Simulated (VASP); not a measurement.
# V in VASP: settings compared

The runs below take V through single point, with PBEsol, r2SCAN.

Program: VASP 6.6.1. These are calculated values, not measurements. Logs are shortened: lines on timing, memory, paths and dates and some standing lists are left out, and cuts for length are marked.

## (1) The cell of the first run

The structure is hexagonal, space group P6_3/mmc (No. 194). Conventional cell: a = 2.587 Å, b = 2.587 Å, c = 4.692 Å, α = 90.00°, β = 90.00°, γ = 120.00°. V (site symmetry -6m2) has 12 V at 2.59 to 2.78 Å within 3.4 Å.

## (2) Single point, PBEsol, collinear spin, ferromagnetic start

Input file INCAR:

```
SYSTEM = V
PREC = Accurate
ENCUT = 520
EDIFF = 1E-6
ISMEAR = -1
SIGMA = 0.05
LREAL = .FALSE.
LASPH = .TRUE.
NELM = 150
ALGO = Normal
ISIF = 2
LWAVE = .FALSE.
LCHARG = .TRUE.
ISPIN = 2
MAGMOM = 2 2
LORBIT = 11
LMAXMIX = 4
GGA = PS
LELF = .TRUE.
LVHAR = .TRUE.
NBANDS = 24
```

Input file KPOINTS:

```
Automatic mesh
0
G
  12 12 6
  0 0 0
```

Input file POSCAR:

```
V
1.0
    2.5868150921      0.0000000000      0.0000000000
   -1.2934075460      2.2402475846      0.0000000000
    0.0000000000      0.0000000000      4.6916348032
V
2
Direct
    0.3333333333      0.6666666667      0.2500000000
    0.6666666667      0.3333333333      0.7500000000
```

Potentials or basis: VASP PAW PBE potentials, release 64 (V_sv).

Run with:

```console
> cat potpaw_PBE.64/V_sv/POTCAR > POTCAR
> mpirun -np 1 vasp_std > vasp.out
```

OUTCAR:

```text
SYSTEM = V
   PREC = Accurate
   ENCUT = 520
   EDIFF = 1E-6
   ISMEAR = -1
   LREAL = .FALSE.
   LASPH = .TRUE.
   NELM = 150
   ISIF = 2
   ISPIN = 2
   LORBIT = 11
   GGA = PS

 ion  position               nearest neighbor table
   1  0.333  0.667  0.250-   2 2.78   2 2.78   2 2.78   2 2.78   2 2.78   2 2.78
   2  0.667  0.333  0.750-   1 2.78   1 2.78   1 2.78   1 2.78   1 2.78   1 2.78

  LATTYP: Found a hexagonal cell.
 ALAT       =     2.5868150921
 C/A-ratio  =     1.8136722712

  Lattice vectors:

 A1 = (   2.5868150921,   0.0000000000,   0.0000000000)
 A2 = (  -1.2934075460,   2.2402475846,   0.0000000000)
 A3 = (   0.0000000000,   0.0000000000,   4.6916348032)

Analysis of symmetry for initial positions (statically):
=====================================================================
 Subroutine PRICEL returns:
 Original cell was already a primitive cell.

 Routine SETGRP: Setting up the symmetry group for a
 hexagonal supercell.

 Subroutine GETGRP returns: Found 24 space group operations
 (whereof 12 operations were pure point group operations)
 out of a pool of 24 trial point group operations.

The static configuration has the point symmetry D_3d.
 The point group associated with its full space group is D_6h.

Analysis of symmetry for dynamics (positions and initial velocities):
=====================================================================
 Subroutine PRICEL returns:
 Original cell was already a primitive cell.

 Routine SETGRP: Setting up the symmetry group for a
 hexagonal supercell.

 Subroutine GETGRP returns: Found 24 space group operations
 (whereof 12 operations were pure point group operations)
 out of a pool of 24 trial point group operations.

The dynamic configuration has the point symmetry D_3d.
 The point group associated with its full space group is D_6h.

Analysis of structural, dynamic, and magnetic symmetry:
=====================================================================
 Subroutine PRICEL returns:
 Original cell was already a primitive cell.

 Routine SETGRP: Setting up the symmetry group for a
 hexagonal supercell.

 Subroutine GETGRP returns: Found 24 space group operations
 (whereof 12 operations were pure point group operations)
 out of a pool of 24 trial point group operations.

The overall configuration has the point symmetry D_3d.
 The point group associated with its full space group is D_6h.

 Subroutine INISYM returns: Found 24 space group operations
 (whereof 12 operations are pure point group operations),
 and found     1 'primitive' translations

----------------------------------------------------------------------------------------

                                     Primitive cell

  volume of cell :      27.1885

  direct lattice vectors                    reciprocal lattice vectors
     2.586815092  0.000000000  0.000000000     0.386575756  0.223189617  0.000000000
    -1.293407546  2.240247585  0.000000000     0.000000000  0.446379234  0.000000000
     0.000000000  0.000000000  4.691634803     0.000000000  0.000000000  0.213145320

  length of vectors
     2.586815092  2.586815092  4.691634803     0.446379234  0.446379234  0.213145320

  position of ions in fractional coordinates (direct lattice)
     0.333333333  0.666666667  0.250000000
     0.666666667  0.333333333  0.750000000

  ion indices of the primitive-cell ions
   primitive index   ion index
                 1           1
                 2           2

----------------------------------------------------------------------------------------

 KPOINTS: Automatic mesh

Automatic generation of k-mesh.
 Grid dimensions read from file:
 generate k-points for:   12   12    6

 Generating k-lattice:

  Cartesian coordinates                     Fractional coordinates (reciprocal lattice)
     0.032214646  0.018599135  0.000000000     0.083333333  0.000000000  0.000000000
     0.000000000  0.037198269  0.000000000     0.000000000  0.083333333  0.000000000
     0.000000000  0.000000000  0.035524220     0.000000000  0.000000000  0.166666667

  Length of vectors
     0.037198269  0.037198269  0.035524220

  Shift w.r.t. Gamma in fractional coordinates (k-lattice)
     0.000000000  0.000000000  0.000000000

 Subroutine IBZKPT returns following result:
 ===========================================

 Found     76 irreducible k-points:

 Following reciprocal coordinates:
            Coordinates               Weight
  0.000000  0.000000  0.000000      1.000000
  0.083333  0.000000  0.000000      6.000000
  0.166667  0.000000  0.000000      6.000000
  0.250000  0.000000  0.000000      6.000000
  0.333333  0.000000  0.000000      6.000000
  0.416667  0.000000  0.000000      6.000000
[... 16 lines left out ...]
  0.250000  0.000000  0.166667     12.000000
  0.333333  0.000000  0.166667     12.000000
 [... further k-points ...]
   k-points           NKPTS =     76   k-points in BZ     NKDIM =     76   number of bands    NBANDS=     24
   number of dos      NEDOS =    301   number of ions     NIONS =      2
   total plane-waves  NPLWV =  14400
   dimension x,y,z NGX =    20 NGY =   20 NGZ =   36
   dimension x,y,z NGXF=    40 NGYF=   40 NGZF=   72
   ions per type =               2
   NGX,Y,Z   is equivalent  to a cutoff of  12.85, 12.85, 12.76 a.u.
   NGXF,Y,Z  is equivalent  to a cutoff of  25.71, 25.71, 25.51 a.u.
 SYSTEM =  V
   PREC   = accura    normal or accurate (medium, high low for compatibility)
   ISTART =      0    job   : 0-new  1-cont  2-samecut
   ICHARG =      2    charge: 1-file 2-atom 10-const
   ISPIN  =      2    spin polarized calculation?
   LNONCOLLINEAR =      F non collinear calculations
   LSORBIT =      F    spin-orbit coupling
   LASPH  =      T    aspherical Exc in radial PAW
   ENCUT  =  520.0 eV  38.22 Ry    6.18 a.u.   4.81  4.81  8.72*2*pi/ulx,y,z
   NELM   =    150;   NELMIN=  2; NELMDL= -5     # of ELM steps
   EDIFF  = 0.1E-05   stopping-criterion for ELM
   LREAL  =      F    real-space projection
   EDIFFG = 0.1E-04   stopping-criterion for IOM
   NSW    =      0    number of steps for IOM
   IBRION =     -1    ionic relax: 0-MD 1-quasi-New 2-CG
   NFREE  =      0    steps in history (QN), initial steepest desc. (CG)
   ISIF   =      2    stress and relaxation
   ISYM   =      2    0-nonsym 1-usesym 2-fastsym
   POTIM  = 0.5000    time-step for ionic-motion
   TEBEG  =    0.0;   TEEND  =   0.0 temperature during run
   PSTRESS=    0.0 pullay stress
   NELECT =      26.0000    total number of electrons
   NUPDOWN=      -1.0000    fix difference up-down
   EMIN   =  10.00;   EMAX   =-10.00  energy-range for DOS
   EFERMI =   0.00;   METHOD = LEGACY
   ISMEAR =    -1;   SIGMA  =   0.05  broadening in eV -4-tet -1-fermi 0-gaus
   EFERMI_NEDOS =   21; number of points for ismear=-14 and -15
   IALGO  =     38    algorithm
   IMIX   =      4    mixing-type and parameters
     AMIX     =   0.40;   BMIX     =  1.00
     AMIX_MAG =   1.60;   BMIX_MAG =  1.00
  volume/ion in A,a.u.               =      13.59        91.74
  Fermi-wavevector in a.u.,A,eV,Ry     =   1.612888  3.047915 35.394279  2.601406
  Thomas-Fermi vector in A             =   2.708045
   LORBIT       =     11    0 simple, 1 ext, 2 COOP (PROOUT), +10 PAW based schemes
   GGA     = PS    functional components
   LHFCALC =     F    Hartree Fock is set to
   AEXX    =    0.0000 exact exchange contribution
   IVDW    =     0    specifies the selected vdW correction
   LEPSILON=     F    determine dielectric tensor
   LRPA    =     F    only Hartree local field effects (RPA)
 spin polarized calculation
  energy-cutoff  :      520.00
  volume of cell :       27.19
 maximum number of plane-waves:       744
 NGX is ok and might be reduce to    20
   NGX =  9   NGY =  9   NGZ = 17

 number of electron      26.0000017 magnetization      -0.0006845

 number of electron      26.0000017 magnetization       0.0007752

 Free energy of the ion-electron system (eV)
  ---------------------------------------------------
  ext. energy  EPLUGINS =         0.00000000
  ---------------------------------------------------
  free energy    TOTEN  =       -18.74680046 eV

  energy without entropy =      -18.72219348  energy(sigma->0) =      -18.73449697

 E-fermi :   9.8041     XC(G=0): -12.9896

 val. band max:        9.7905784415   @ k =   0.3333   0.0000   0.1667
 cond. band min:       9.8285542578   @ k =   0.3333   0.1667   0.5000
 fundamental gap:      0.0379758163
 Fermi energy:         9.8040618147

 spin component 1

 k-point     1 :       0.0000    0.0000    0.0000
  band No.  band energies     occupation
      1     -53.9583      1.00000
      2     -53.8397      1.00000
      3     -28.1897      1.00000
      4     -27.5035      1.00000
      5     -27.3575      1.00000
      6     -27.3575      1.00000
[... 16 lines left out ...]
     23      28.1193      0.00000
     24      30.3656      0.00000
[... 598 lines left out ...]
      2     -53.7362      1.00000
      3     -28.0815      1.00000
      4     -28.0014      1.00000
      5     -27.8741      1.00000
      6     -27.5572      1.00000
[... 16 lines left out ...]
     23      24.9683      0.00000
     24      27.1047      0.00000

 [... further k-points ...]

 spin component 2

 k-point     1 :       0.0000    0.0000    0.0000
  band No.  band energies     occupation
      1     -53.9580      1.00000
      2     -53.8394      1.00000
      3     -28.1894      1.00000
      4     -27.5032      1.00000
      5     -27.3572      1.00000
      6     -27.3572      1.00000
[... 16 lines left out ...]
     23      28.1196      0.00000
     24      30.3659      0.00000
[... 598 lines left out ...]
      2     -53.7359      1.00000
      3     -28.0812      1.00000
      4     -28.0011      1.00000
      5     -27.8738      1.00000
      6     -27.5569      1.00000
[... 16 lines left out ...]
     23      24.9686      0.00000
     24      27.1049      0.00000

 [... further k-points ...]
[... 5 lines left out ...]
  --------------------------------------------------------------------------------------
  -------------------------------------------------------------------------------------
  Total       -0.6133172     -0.6133172     -0.6530548     -0.0000000      0.0000000     -0.0000000
  in kB      -36.1418264    -36.1418264    -38.4835030     -0.0000000      0.0000000     -0.0000000
  external PRESSURE =     -36.9223853 kB  Pullay stress =       0.0000000 kB

 VOLUME and BASIS-vectors are now :
 -----------------------------------------------------------------------------
  energy-cutoff  :      520.00
  volume of cell :       27.19
      direct lattice vectors                 reciprocal lattice vectors
     2.586815092  0.000000000  0.000000000     0.386575756  0.223189617  0.000000000
    -1.293407546  2.240247585  0.000000000     0.000000000  0.446379234  0.000000000
     0.000000000  0.000000000  4.691634803     0.000000000  0.000000000  0.213145320

 POSITION                                       TOTAL-FORCE (eV/Angst)
 -----------------------------------------------------------------------------------
     -0.00000      1.49350      1.17291         0.000000     -0.000000      0.000000
      1.29341      0.74675      3.51873        -0.000000      0.000000      0.000000
 -----------------------------------------------------------------------------------
    total drift:                               -0.000000      0.000000     -0.000000

  FREE ENERGIE OF THE ION-ELECTRON SYSTEM (eV)
  ---------------------------------------------------
  free  energy   TOTEN  =       -18.7468004631 eV

  energy  without entropy=      -18.7221934822  energy(sigma->0) =      -18.73449697

 total charge

# of ion       s       p       d       tot
------------------------------------------
    1        2.351   6.217   3.100  11.668
    2        2.351   6.217   3.100  11.668
--------------------------------------------------
tot          4.702  12.434   6.200  23.335

 magnetization (x)

# of ion       s       p       d       tot
------------------------------------------
    1        0.000   0.000   0.000   0.000
    2        0.000   0.000   0.000   0.000
--------------------------------------------------
tot          0.000   0.000   0.000   0.000
```

It took 2.3 min on 1 thread of AMD EPYC 7R13, shared host; peak memory 0.16 GiB.

What came out:

* Free energy: -18.7468 eV
* Pressure: -3.7 GPa
* Band gap on the k mesh: zero (filled and empty bands overlap)
* Net moment: 0.00 μB per cell
* Valence electrons inside the program's atomic spheres: V 11.67

Stress tensor (GPa, compression positive):
```
-3.61  0.00  0.00
 0.00 -3.61  0.00
 0.00  0.00 -3.85
```

Caveat: the PAW data sets were made with another functional, which shifts forces and pressure a little.

## (3) Single point, PBEsol, collinear spin, ferromagnetic start

This run uses another cell than the first one, of 13.87 Å³/atom, 1.020 times its volume.

Input file INCAR:

```
SYSTEM = V
PREC = Accurate ; ENCUT = 520
EDIFF = 1E-6 ; ISMEAR = 1
SIGMA = 0.05 ; LREAL = .FALSE.
LASPH = .TRUE. ; NELM = 150
ALGO = Fast ; ISIF = 2
LWAVE = .FALSE. ; LCHARG = .FALSE.
ISPIN = 2 ; MAGMOM = 2 2
LORBIT = 11 ; LMAXMIX = 4
GGA = PS ; NBANDS = 24
```

Input file KPOINTS:

```
Automatic mesh
0
G
  10 10 5
  0 0 0
```

Input file POSCAR:

```
V
1.0
    2.6042941027      0.0000000000      0.0000000000
   -1.3021470513      2.2553848518      0.0000000000
    0.0000000000      0.0000000000      4.7233360000
V
2
Direct
    0.3373900000      0.6680620000      0.2482820000
    0.6640850000      0.3352850000      0.7423180000
```

Potentials or basis: VASP PAW PBE potentials, release 64 (V_sv).

Run with:

```console
> cat potpaw_PBE.64/V_sv/POTCAR > POTCAR
> mpirun -np 1 vasp_std > vasp.out
```

Wall time 2.4 min (1 thread of Intel Xeon 6975P-C (Granite Rapids), shared host); peak memory 0.32 GiB.

The run converged. Its results:

```yaml
Free_energy: -18.7032 eV
Pressure: -7.0 GPa
Largest_force: 0.269 eV/Å
Band_gap_on_the_k_mesh: zero (filled and empty bands overlap)
Net_moment: 0.00 μB per cell
Valence_electrons_inside_the_program's_atomic_spheres: V 11.63
```

Forces in eV/Å, atoms in the order of the input:
```
V    0.020  0.008 -0.268
V   -0.020 -0.008  0.268
```

Stress tensor (GPa, compression positive):
```
-7.26 -0.43 -0.06
-0.43 -7.26  0.01
-0.06  0.01 -6.42
```

Levels at points of the mesh, in eV from the Fermi level:
Spin up:
```
           k point  band 10  band 11  band 12  band 13  band 14  band 15  band 16  band 17
(0.00, 0.00, 0.00)    -3.43    -0.57    -0.20     0.33     0.34     0.64     0.65     1.82
(0.50, 0.00, 0.00)    -2.86    -2.72    -0.31    -0.15     0.33     0.62     2.97     3.53
(0.00, 0.50, 0.00)    -2.85    -2.70    -0.35    -0.16     0.32     0.62     2.97     3.53
(0.50, 0.50, 0.00)    -2.83    -2.66    -0.41    -0.18     0.32     0.63     2.96     3.52
```
Spin down:
| k point | band 9 | band 10 | band 11 | band 12 | band 13 | band 14 | band 15 | band 16 | band 17 | band 18 |
| --- | --- | --- | --- | --- | --- | --- | --- | --- | --- | --- |
| (0.00, 0.00, 0.00) | -6.85 | -3.43 | -0.57 | -0.20 | 0.33 | 0.34 | 0.64 | 0.65 | 1.82 | 1.86 |
| (0.50, 0.00, 0.00) | -2.93 | -2.86 | -2.72 | -0.31 | -0.15 | 0.33 | 0.62 | 2.97 | 3.53 | 3.64 |
| (0.00, 0.50, 0.00) | -2.93 | -2.85 | -2.70 | -0.35 | -0.16 | 0.32 | 0.62 | 2.97 | 3.53 | 3.64 |
| (0.50, 0.50, 0.00) | -2.93 | -2.83 | -2.66 | -0.41 | -0.18 | 0.32 | 0.63 | 2.96 | 3.52 | 3.64 |

Caveat: the PAW data sets were made with another functional, which shifts forces and pressure a little.

## (4) Single point, r2SCAN, collinear spin, ferromagnetic start

This run uses another cell than the first one, of 14.43 Å³/atom, 1.061 times its volume.

Input file POSCAR:

```
V
1.0
    2.6385650605      0.0000000000      0.0000000000
   -1.3192825302      2.2850643718      0.0000000000
    0.0000000000      0.0000000000      4.7854922858
V
2
Direct
    0.3333333333      0.6666666667      0.2500000000
    0.6666666667      0.3333333333      0.7500000000
```

Input file INCAR.step1:

```
  ALGO = Normal
  EDIFF = 1E-4
  ENCUT = 520
  GGA = PE
  ISMEAR = -1
  ISPIN = 2
  LASPH = T
  LCHARG = F
  LMAXMIX = 4
  LREAL = F
  LWAVE = T
  MAGMOM = 2 2
  NBANDS = 24
  NELM = 150
  PREC = Accurate
  SIGMA = 0.05
```

Input file INCAR.step2:

```
  ALGO = Normal
  EDIFF = 1E-7
  ENCUT = 520
  ISIF = 2
  ISMEAR = -1
  ISPIN = 2
  ISTART = 1
  LASPH = T
  LCHARG = F
  LMAXMIX = 4
  LMIXTAU = T
  LORBIT = 11
  LREAL = F
  LWAVE = F
  MAGMOM = 2 2
  METAGGA = R2SCAN
  NBANDS = 24
  NELM = 150
  PREC = Accurate
  SIGMA = 0.05
```

Input file KPOINTS:

```
k-points
0
Gamma
  12 12 6
```

Run with:

```console
> cat potpaw_PBE.64/V_sv/POTCAR > POTCAR
> cp INCAR.step1 INCAR
> mpirun -np 1 vasp_std > vasp.out
> cp INCAR.step2 INCAR
> mpirun -np 1 vasp_std > vasp.out
```

It took 2.9 min on 1 thread of AMD EPYC 9R45 (Zen 5), shared host; peak memory 0.17 GiB.

Results (log left out):

```yaml
Free_energy: -27.6948 eV
Pressure: -8.9 GPa
Band_gap_on_the_k_mesh: zero (filled and empty bands overlap)
Net_moment: 0.00 μB per cell
Valence_electrons_inside_the_program's_atomic_spheres: V 11.54
```

Stress tensor (GPa, compression positive):
```
-8.44  0.00  0.00
 0.00 -8.44  0.00
 0.00  0.00 -9.74
```

Levels at points of the mesh, in eV from the Fermi level:
Spin up:
```csv
k point,band 10,band 11,band 12,band 13,band 14,band 15,band 16,band 17
"(0.00, 0.00, 0.00)",-3.60,-0.62,-0.56,0.38,0.38,0.69,0.69,1.98
"(0.50, 0.00, 0.00)",-2.94,-2.63,-0.41,-0.27,0.24,0.79,3.07,3.48
"(0.00, 0.00, 0.50)",-5.45,-1.11,-1.11,0.42,0.42,0.42,0.42,2.62
"(0.50, 0.00, 0.50)",-3.26,-1.78,-1.78,1.45,1.45,1.80,1.80,3.54
```
Spin down:
| k point | band 10 | band 11 | band 12 | band 13 | band 14 | band 15 | band 16 | band 17 |
| --- | --- | --- | --- | --- | --- | --- | --- | --- |
| (0.00, 0.00, 0.00) | -3.60 | -0.62 | -0.56 | 0.38 | 0.38 | 0.69 | 0.69 | 1.98 |
| (0.50, 0.00, 0.00) | -2.94 | -2.63 | -0.41 | -0.27 | 0.25 | 0.79 | 3.07 | 3.49 |
| (0.00, 0.00, 0.50) | -5.45 | -1.11 | -1.11 | 0.43 | 0.43 | 0.43 | 0.43 | 2.62 |
| (0.50, 0.00, 0.50) | -3.26 | -1.77 | -1.77 | 1.45 | 1.45 | 1.80 | 1.80 | 3.54 |

Caveat: the PAW data sets were made with another functional, which shifts forces and pressure a little.

[end of part 1 of 2]
